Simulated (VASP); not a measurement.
# ZnO (P6_3/mmc) in VASP: a series of runs

ZnO is run at these levels: PBE+D3(BJ); tasks: single point.

Program: VASP 6.6.1. These are calculated values, not measurements. Logs are shortened: lines on timing, memory, paths and dates and some standing lists are left out, and cuts for length are marked.

## Step 1: The cell of the first run

The structure is hexagonal, space group P6_3/mmc (No. 194). The conventional cell has a = 3.239 Å, b = 3.239 Å, c = 7.130 Å, α = 90.00°, β = 90.00°, γ = 120.00°. Within 2.5 Å of Zn (site symmetry -6m2) lie 3 O at 1.87 Å. Within 2.5 Å of O (site symmetry -6m2) lie 3 Zn at 1.87 Å.

## Step 2: Single point, PBE+D3(BJ) (strain -0.015 along x and y, +0.000 along z)

File INCAR:

```
SYSTEM = ZnO
PREC = Accurate
ENCUT = 520
EDIFF = 1E-6
ISMEAR = 0
SIGMA = 0.05
LREAL = .FALSE.
LASPH = .TRUE.
NELM = 80
ALGO = Normal
ISIF = 2
LWAVE = .FALSE.
LCHARG = .TRUE.
GGA = PE
IVDW = 12
LELF = .TRUE.
LVHAR = .TRUE.
NBANDS = 26
```

File KPOINTS:

```
regular mesh
0
G
  9 9 4
  0 0 0
```

File POSCAR:

```
ZnO
1.0
    3.2386476513      0.0000000000      0.0000000000
   -1.6193238256      2.8047511399      0.0000000000
    0.0000000000      0.0000000000      7.1304413500
Zn O
2 2
Direct
    0.0000000000      0.0000000000      0.7500000000
    0.0000000000      0.0000000000      0.2500000000
    0.3333333333      0.6666666667      0.2500000000
    0.6666666667      0.3333333333      0.7500000000
```

Potentials or basis: VASP PAW PBE potentials, release 64 (Zn, O).

Started as:

```bash
> cat potpaw_PBE.64/Zn/POTCAR potpaw_PBE.64/O/POTCAR > POTCAR
> mpirun -np 1 vasp_std > vasp.out
```

OUTCAR:

```text
SYSTEM = ZnO
   PREC = Accurate
   ENCUT = 520
   EDIFF = 1E-6
   ISMEAR = 0
   LREAL = .FALSE.
   LASPH = .TRUE.
   NELM = 80
   ISIF = 2
   GGA = PE
   IVDW = 12
 IVDW          = 12

 ion  position               nearest neighbor table
   1  0.000  0.000  0.750-   4 1.87   4 1.87   4 1.87
   2  0.000  0.000  0.250-   3 1.87   3 1.87   3 1.87
   3  0.333  0.667  0.250-   2 1.87   2 1.87   2 1.87
   4  0.667  0.333  0.750-   1 1.87   1 1.87   1 1.87

  LATTYP: Found a hexagonal cell.
 ALAT       =     3.2386476513
 C/A-ratio  =     2.2016724626

  Lattice vectors:

 A1 = (   3.2386476513,   0.0000000000,   0.0000000000)
 A2 = (  -1.6193238256,   2.8047511399,   0.0000000000)
 A3 = (   0.0000000000,   0.0000000000,   7.1304413500)

Analysis of symmetry for initial positions (statically):
=====================================================================
 Subroutine PRICEL returns:
 Original cell was already a primitive cell.

 Routine SETGRP: Setting up the symmetry group for a
 hexagonal supercell.

 Subroutine GETGRP returns: Found 24 space group operations
 (whereof 12 operations were pure point group operations)
 out of a pool of 24 trial point group operations.

The static configuration has the point symmetry D_3d.
 The point group associated with its full space group is D_6h.

Analysis of symmetry for dynamics (positions and initial velocities):
=====================================================================
 Subroutine PRICEL returns:
 Original cell was already a primitive cell.

 Routine SETGRP: Setting up the symmetry group for a
 hexagonal supercell.

 Subroutine GETGRP returns: Found 24 space group operations
 (whereof 12 operations were pure point group operations)
 out of a pool of 24 trial point group operations.

The dynamic configuration has the point symmetry D_3d.
 The point group associated with its full space group is D_6h.

 Subroutine INISYM returns: Found 24 space group operations
 (whereof 12 operations are pure point group operations),
 and found     1 'primitive' translations

----------------------------------------------------------------------------------------

                                     Primitive cell

  volume of cell :      64.7701

  direct lattice vectors                    reciprocal lattice vectors
     3.238647651  0.000000000  0.000000000     0.308770854  0.178268935  0.000000000
    -1.619323826  2.804751140  0.000000000     0.000000000  0.356537871  0.000000000
     0.000000000  0.000000000  7.130441350     0.000000000  0.000000000  0.140243773

  length of vectors
     3.238647651  3.238647651  7.130441350     0.356537871  0.356537871  0.140243773

  position of ions in fractional coordinates (direct lattice)
     0.000000000  0.000000000  0.750000000
     0.000000000  0.000000000  0.250000000
     0.333333333  0.666666667  0.250000000
     0.666666667  0.333333333  0.750000000

  ion indices of the primitive-cell ions
   primitive index   ion index
                 1           1
                 2           2
                 3           3
                 4           4

----------------------------------------------------------------------------------------

 KPOINTS: regular mesh

Automatic generation of k-mesh.
 Grid dimensions read from file:
 generate k-points for:    9    9    4

 Generating k-lattice:

  Cartesian coordinates                     Fractional coordinates (reciprocal lattice)
     0.034307873  0.019807659  0.000000000     0.111111111  0.000000000  0.000000000
     0.000000000  0.039615319  0.000000000     0.000000000  0.111111111  0.000000000
     0.000000000  0.000000000  0.035060943     0.000000000  0.000000000  0.250000000

  Length of vectors
     0.039615319  0.039615319  0.035060943

  Shift w.r.t. Gamma in fractional coordinates (k-lattice)
     0.000000000  0.000000000  0.000000000

 Subroutine IBZKPT returns following result:
 ===========================================

 Found     36 irreducible k-points:

 Following reciprocal coordinates:
            Coordinates               Weight
  0.000000  0.000000  0.000000      1.000000
  0.111111  0.000000  0.000000      6.000000
  0.222222  0.000000  0.000000      6.000000
  0.333333  0.000000  0.000000      6.000000
  0.444444  0.000000  0.000000      6.000000
  0.111111  0.111111  0.000000      6.000000
[... 16 lines left out ...]
  0.333333  0.222222  0.250000     24.000000
  0.333333  0.333333  0.250000      4.000000
 [... further k-points ...]
   k-points           NKPTS =     36   k-points in BZ     NKDIM =     36   number of bands    NBANDS=     26
   number of dos      NEDOS =    301   number of ions     NIONS =      4
   total plane-waves  NPLWV =  31104
   dimension x,y,z NGX =    24 NGY =   24 NGZ =   54
   dimension x,y,z NGXF=    48 NGYF=   48 NGZF=  108
   ions per type =               2   2
   NGX,Y,Z   is equivalent  to a cutoff of  12.32, 12.32, 12.59 a.u.
   NGXF,Y,Z  is equivalent  to a cutoff of  24.64, 24.64, 25.18 a.u.
 SYSTEM =  ZnO
   PREC   = accura    normal or accurate (medium, high low for compatibility)
   ISTART =      0    job   : 0-new  1-cont  2-samecut
   ICHARG =      2    charge: 1-file 2-atom 10-const
   ISPIN  =      1    spin polarized calculation?
   LNONCOLLINEAR =      F non collinear calculations
   LSORBIT =      F    spin-orbit coupling
   LASPH  =      T    aspherical Exc in radial PAW
   ENCUT  =  520.0 eV  38.22 Ry    6.18 a.u.   6.02  6.02 13.26*2*pi/ulx,y,z
   NELM   =     80;   NELMIN=  2; NELMDL= -5     # of ELM steps
   EDIFF  = 0.1E-05   stopping-criterion for ELM
   LREAL  =      F    real-space projection
   EDIFFG = 0.1E-04   stopping-criterion for IOM
   NSW    =      0    number of steps for IOM
   IBRION =     -1    ionic relax: 0-MD 1-quasi-New 2-CG
   NFREE  =      0    steps in history (QN), initial steepest desc. (CG)
   ISIF   =      2    stress and relaxation
   ISYM   =      2    0-nonsym 1-usesym 2-fastsym
   POTIM  = 0.5000    time-step for ionic-motion
   TEBEG  =    0.0;   TEEND  =   0.0 temperature during run
   PSTRESS=    0.0 pullay stress
   NELECT =      36.0000    total number of electrons
   NUPDOWN=      -1.0000    fix difference up-down
   EMIN   =  10.00;   EMAX   =-10.00  energy-range for DOS
   EFERMI =   0.00;   METHOD = LEGACY
   ISMEAR =     0;   SIGMA  =   0.05  broadening in eV -4-tet -1-fermi 0-gaus
   EFERMI_NEDOS =   21; number of points for ismear=-14 and -15
   IALGO  =     38    algorithm
   IMIX   =      4    mixing-type and parameters
     AMIX     =   0.40;   BMIX     =  1.00
     AMIX_MAG =   1.60;   BMIX_MAG =  1.00
  volume/ion in A,a.u.               =      16.19       109.27
  Fermi-wavevector in a.u.,A,eV,Ry     =   1.346018  2.543605 24.650550  1.811764
  Thomas-Fermi vector in A             =   2.473884
   LORBIT       =      0    0 simple, 1 ext, 2 COOP (PROOUT), +10 PAW based schemes
   GGA     = PE    functional components
   LHFCALC =     F    Hartree Fock is set to
   AEXX    =    0.0000 exact exchange contribution
   IVDW    =    12    specifies the selected vdW correction
   LEPSILON=     F    determine dielectric tensor
   LRPA    =     F    only Hartree local field effects (RPA)
 non-spin polarized calculation
 Gauss-broadening in eV      SIGMA  =   0.05
  energy-cutoff  :      520.00
  volume of cell :       64.77
 maximum number of plane-waves:      1766
   NGX = 13   NGY = 13   NGZ = 27

 number of electron      36.0000033 magnetization

 Free energy of the ion-electron system (eV)
  ---------------------------------------------------
  ext. energy  EPLUGINS =         0.00000000
  ---------------------------------------------------
  free energy    TOTEN  =       -16.92592297 eV

  energy without entropy =      -16.92592297  energy(sigma->0) =      -16.92592297

 E-fermi :  -0.2086     XC(G=0):  -9.0456

 val. band max:       -0.4716743751   @ k =   0.0000   0.0000   0.0000
 cond. band min:       0.3682463131   @ k =   0.0000   0.0000   0.0000
 fundamental gap:      0.8399206881
 Fermi energy:        -0.2086129586

 k-point     1 :       0.0000    0.0000    0.0000
  band No.  band energies     occupation
      1     -18.2828      2.00000
      2     -18.2015      2.00000
      3      -6.8438      2.00000
      4      -6.8438      2.00000
      5      -6.8297      2.00000
      6      -6.8297      2.00000
[... 18 lines left out ...]
     25      12.6069      0.00000
     26      13.3793      0.00000

 k-point     2 :       0.1111    0.0000    0.0000
  band No.  band energies     occupation
      1     -18.2216      2.00000
      2     -18.1450      2.00000
      3      -6.8692      2.00000
      4      -6.8584      2.00000
      5      -6.7564      2.00000
      6      -6.7421      2.00000
[... 18 lines left out ...]
     25      12.4312      0.00000
     26      12.8443      0.00000

 k-point     3 :       0.2222    0.0000    0.0000
  band No.  band energies     occupation
      1     -18.0632      2.00000
      2     -17.9998      2.00000
      3      -6.8921      2.00000
      4      -6.8877      2.00000
      5      -6.5120      2.00000
      6      -6.4975      2.00000
[... 18 lines left out ...]
     25      11.6643      0.00000
     26      13.1907      0.00000

 k-point     4 :       0.3333    0.0000    0.0000
  band No.  band energies     occupation
      1     -17.8753      2.00000
      2     -17.8316      2.00000
      3      -6.8189      2.00000
      4      -6.8167      2.00000
      5      -6.1766      2.00000
      6      -6.1635      2.00000
[... 18 lines left out ...]
     25      11.6541      0.00000
     26      12.6789      0.00000
[... 496 lines left out ...]
      1     -17.7877      2.00000
      2     -17.7639      2.00000
      3      -6.7048      2.00000
      4      -6.6981      2.00000
      5      -5.9490      2.00000
      6      -5.9468      2.00000
[... 18 lines left out ...]
     25      10.5089      0.00000
     26      11.8230      0.00000

 k-point    23 :       0.3333    0.2222    0.2500
  band No.  band energies     occupation
      1     -17.6906      2.00000
      2     -17.6799      2.00000
      3      -6.4968      2.00000
      4      -6.4905      2.00000
      5      -5.9225      2.00000
      6      -5.8501      2.00000
[... 18 lines left out ...]
     25       9.9041      0.00000
     26      10.6599      0.00000

 k-point    24 :       0.3333    0.3333    0.2500
  band No.  band energies     occupation
      1     -17.6547      2.00000
      2     -17.6547      2.00000
      3      -6.3799      2.00000
      4      -6.3696      2.00000
      5      -5.8874      2.00000
      6      -5.8874      2.00000
[... 18 lines left out ...]
     25       9.3410      0.00000
     26       9.8338      0.00000

 [... further k-points ...]

------------------------ aborting loop because EDIFF is reached ----------------------------------------

 Edisp (eV)   -0.64262

 E8    (eV) :    -0.2414

  FORCE on cell =-STRESS in cart. coord.  units (eV):
  Direction    XX          YY          ZZ          XY          YZ          ZX
  --------------------------------------------------------------------------------------
  -------------------------------------------------------------------------------------
  Total       2.04122     2.04122    -0.66744     0.00000     0.00000     0.00000
  in kB      50.49250    50.49250   -16.51001     0.00000     0.00000     0.00000
  external pressure =       28.16 kB  Pullay stress =        0.00 kB

 VOLUME and BASIS-vectors are now :
 -----------------------------------------------------------------------------
  energy-cutoff  :      520.00
  volume of cell :       64.77
      direct lattice vectors                 reciprocal lattice vectors
     3.238647651  0.000000000  0.000000000     0.308770854  0.178268935  0.000000000
    -1.619323826  2.804751140  0.000000000     0.000000000  0.356537871  0.000000000
     0.000000000  0.000000000  7.130441350     0.000000000  0.000000000  0.140243773

 POSITION                                       TOTAL-FORCE (eV/Angst)
 -----------------------------------------------------------------------------------
      0.00000      0.00000      5.34783        -0.000000     -0.000000     -0.000000
      0.00000      0.00000      1.78261         0.000000      0.000000     -0.000000
     -0.00000      1.86983      1.78261        -0.000000      0.000000     -0.000000
      1.61932      0.93492      5.34783         0.000000     -0.000000      0.000000
 -----------------------------------------------------------------------------------
    total drift:                               -0.000000      0.000000      0.000000

  FREE ENERGIE OF THE ION-ELECTRON SYSTEM (eV)
  ---------------------------------------------------
  free  energy   TOTEN  =       -17.5685429839 eV

  energy  without entropy=      -17.5685429839  energy(sigma->0) =      -17.56854298
```

Run time: 21 s. Hardware: 1 thread of Intel Xeon 6975P-C (Granite Rapids), shared host; peak memory 0.21 GiB.

What came out:

- Free energy: -17.5685 eV
- Pressure: 2.8 GPa
- Band gap on the k mesh: 0.84 eV
- Dispersion energy per atom: -0.161 eV

Caveat: the cell differs from its parent crystal (strain -0.015 along x and y, +0.000 along z); the stress differs along the axes, from -2 to 5 GPa.

## Step 3: Single point, PBE+D3(BJ) (strain +0.000 along x and y, -0.015 along z)

File INCAR:

```
PREC     = Accurate       # precision mode
ENCUT    = 520            # plane-wave cutoff, eV
EDIFF    = 1E-6           # SCF threshold, eV
ISMEAR   = 0              # smearing method
SIGMA    = 0.05           # smearing width, eV
LREAL    = F              # projectors in reciprocal space
LASPH    = T              # aspherical terms in the spheres
NELM     = 60             # most SCF steps
ALGO     = Normal         # electronic algorithm
ISIF     = 2              # what is computed and relaxed
LWAVE    = F              # write WAVECAR
LCHARG   = F              # write CHGCAR
GGA      = PE             # functional
IVDW     = 12             # dispersion correction
NBANDS   = 26             # bands
```

File KPOINTS:

```
Automatic mesh
0
Gamma
  9 9 4
```

File POSCAR:

```
ZnO
1.0
    3.2879671587      0.0000000000      0.0000000000
   -1.6439835793      2.8474630862      0.0000000000
    0.0000000000      0.0000000000      7.0234847298
Zn O
2 2
Direct
    0.0000000000      0.0000000000      0.7500000000
    0.0000000000      0.0000000000      0.2500000000
    0.3333333333      0.6666666667      0.2500000000
    0.6666666667      0.3333333333      0.7500000000
```

Potentials or basis: VASP PAW PBE potentials, release 64 (Zn, O).

Started as:

```bash
> cat potpaw_PBE.64/Zn/POTCAR potpaw_PBE.64/O/POTCAR > POTCAR
> mpirun -np 1 vasp_std > vasp.out
```

Run time: 20 s. Hardware: 1 thread of Intel Xeon 6975P-C (Granite Rapids), shared host; peak memory 0.21 GiB.

The run converged. Its results:

| Quantity | Value |
| --- | --- |
| Free energy | -17.5994 eV |
| Pressure | -1.5 GPa |
| Band gap on the k mesh | 0.81 eV |
| Dispersion energy per atom | -0.159 eV |

Levels at points of the mesh, in eV from the valence-band top:
```
           k point  band 14  band 15  band 16  band 17  band 18  band 19  band 20  band 21  band 22  band 23
(0.00, 0.00, 0.00)    -1.69    -0.01    -0.01     0.00     0.00     0.81     3.44     5.22    11.17    11.33
(0.00, 0.00, 0.50)    -2.54     0.00     0.00     0.00     0.00     1.96     1.96     7.38     7.38    13.16
```

Caveat: the cell differs from its parent crystal (strain +0.000 along x and y, -0.015 along z). A k mesh can miss the band edges.

## Step 4: Single point, PBE+D3(BJ) (strain -0.015 along x and y, +0.015 along z)

File INCAR:

```
PREC = Accurate
ENCUT = 520
EDIFF = 1E-6
ISMEAR = 0
SIGMA = 0.05
LREAL = False
LASPH = True
NELM = 100
ALGO = Normal
ISIF = 2
LWAVE = False
LCHARG = False
GGA = PE
IVDW = 12
NBANDS = 26
```

File KPOINTS:

```
regular mesh
0
Gamma
  9 9 4
```

File POSCAR:

```
ZnO
1.0
    3.2386476513      0.0000000000      0.0000000000
   -1.6193238256      2.8047511399      0.0000000000
    0.0000000000      0.0000000000      7.2373979702
Zn O
2 2
Direct
    0.0000000000      0.0000000000      0.7500000000
    0.0000000000      0.0000000000      0.2500000000
    0.3333333333      0.6666666667      0.2500000000
    0.6666666667      0.3333333333      0.7500000000
```

Started as:

```bash
> cat potpaw_PBE.64/Zn/POTCAR potpaw_PBE.64/O/POTCAR > POTCAR
> mpirun -np 1 vasp_std > vasp.out
```

It took 20 s on 1 thread of Intel Xeon 6975P-C (Granite Rapids), shared host; peak memory 0.21 GiB.

It converged, with:

- Free energy: -17.5588 eV
- Pressure: 2.8 GPa
- Band gap on the k mesh: 0.86 eV
- Dispersion energy per atom: -0.158 eV

Stress tensor (GPa, compression positive):
```
 4.99  0.00  0.00
 0.00  4.99  0.00
 0.00  0.00 -1.68
```

Levels at points of the mesh, in eV from the valence-band top:
```csv
k point,band 14,band 15,band 16,band 17,band 18,band 19,band 20,band 21,band 22,band 23
"(0.00, 0.00, 0.00)",-2.08,-0.01,-0.01,0.00,0.00,0.86,3.37,5.04,10.69,10.76
"(0.00, 0.00, 0.50)",-2.82,0.00,0.00,0.00,0.00,1.93,1.93,7.11,7.11,13.42
```

Caveat: the cell differs from its parent crystal (strain -0.015 along x and y, +0.015 along z); the stress differs along the axes, from -2 to 5 GPa. A k mesh can miss the band edges.

## Step 5: Single point, PBE+D3(BJ) (strain +0.015 along x and y, -0.030 along z)

File INCAR:

```
SYSTEM = ZnO
PREC = Accurate
ENCUT = 520
EDIFF = 1E-6
ISMEAR = 0
SIGMA = 0.05
LREAL = .FALSE.
LASPH = .TRUE.
NELM = 100
ALGO = Normal
ISIF = 2
LWAVE = .FALSE.
LCHARG = .FALSE.
GGA = PE
IVDW = 12
NBANDS = 26
```

File KPOINTS:

```
Automatic mesh
0
G
  9 9 4
  0 0 0
```

File POSCAR:

```
ZnO
1.0
    3.3372866661      0.0000000000      0.0000000000
   -1.6686433330      2.8901750325      0.0000000000
    0.0000000000      0.0000000000      6.9165281095
Zn O
2 2
Direct
    0.0000000000      0.0000000000      0.7500000000
    0.0000000000      0.0000000000      0.2500000000
    0.3333333333      0.6666666667      0.2500000000
    0.6666666667      0.3333333333      0.7500000000
```

Started as:

```bash
> cat potpaw_PBE.64/Zn/POTCAR potpaw_PBE.64/O/POTCAR > POTCAR
> mpirun -np 1 vasp_std > vasp.out
```

It took 28 s on 1 thread of Intel Xeon 6975P-C (Granite Rapids), shared host; peak memory 0.22 GiB.

It converged, with:

* Free energy: -17.5550 eV
* Pressure: -5.3 GPa
* Band gap on the k mesh: 0.76 eV
* Dispersion energy per atom: -0.157 eV

Stress tensor (GPa, compression positive):
```
-7.16  0.00  0.00
 0.00 -7.16  0.00
 0.00  0.00 -1.47
```

Levels at points of the mesh, in eV from the valence-band top:
```
           k point  band 15  band 16  band 17  band 18  band 19  band 20  band 21  band 22
(0.00, 0.00, 0.00)    -0.01    -0.01     0.00     0.00     0.76     3.42     5.32    11.43
(0.00, 0.00, 0.50)     0.00     0.00     0.00     0.00     1.96     1.96     7.53     7.53
```

Caveat: the cell differs from its parent crystal (strain +0.015 along x and y, -0.030 along z); the stress differs along the axes, from -7 to -1 GPa; semilocal functionals underestimate gaps, and a narrow one can read as zero. A k mesh can miss the band edges.

## Step 6: Summary

| cell | gap on the mesh (eV) | pressure (GPa) |
| --- | --- | --- |
| a = 3.239, b = 3.239, c = 7.130 Å, angles 90.0, 90.0, 120.0°, 4 atoms | 0.84 | 2.8 |
| a = 3.288, b = 3.288, c = 7.023 Å, angles 90.0, 90.0, 120.0°, 4 atoms | 0.81 | -1.5 |
| a = 3.239, b = 3.239, c = 7.237 Å, angles 90.0, 90.0, 120.0°, 4 atoms | 0.86 | 2.8 |
| a = 3.337, b = 3.337, c = 6.917 Å, angles 90.0, 90.0, 120.0°, 4 atoms | 0.76 | -5.3 |

Alike in all rows: task single point; level PBE+D3(BJ); potentials or basis VASP PAW PBE potentials, release 64 (Zn, O); no spin polarisation; k mesh 9 × 9 × 4; cutoff (eV) 520; smearing gaussian 0.05 eV.

Caveats: the stress differs along the axes, from -2 to 5 GPa (at least some runs); the stress differs along the axes, from -7 to -1 GPa (at least some runs); semilocal functionals underestimate gaps, and a narrow one can read as zero (at least some runs).

Total energies depend on the potentials used, so only differences within one code and one set of settings carry meaning.
